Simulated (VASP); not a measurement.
A run of VASP 6.6.1 is set up as follows.

The input INCAR:

```
SYSTEM = CuI
PREC = Accurate ; ENCUT = 520
EDIFF = 1E-6 ; ISMEAR = 0
SIGMA = 0.02 ; LREAL = .False.
LASPH = .True. ; NELM = 60
ALGO = Normal ; ISIF = 2
LWAVE = .False. ; LCHARG = .False.
GGA = PE ; NBANDS = 16
```

File KPOINTS:

```
Automatic mesh
0
Gamma
  8 8 8
  0 0 0
```

POSCAR

```
CuI
1.0
    0.0000000000      3.1371027892      3.1371027892
    3.1371027892      0.0000000000      3.1371027892
    3.1371027892      3.1371027892      0.0000000000
Cu I
1 1
Direct
    0.2500000000      0.2500000000      0.2500000000
    0.0000000000      0.0000000000      0.0000000000
```

Potentials or basis: VASP PAW PBE potentials, release 64 (Cu, I).

The run is started by

```bash
$ cat potpaw_PBE.64/Cu/POTCAR potpaw_PBE.64/I/POTCAR > POTCAR
$ mpirun -np 1 vasp_std > vasp.out
```

(1) What does it give for the band gap on the k mesh?

(2) Estimate the pressure.

## Answers

(1) 0.90 eV, direct.

(2) -2.9 GPa.

Caveat: spin-orbit coupling is left out, which moves the levels of the heavy elements.
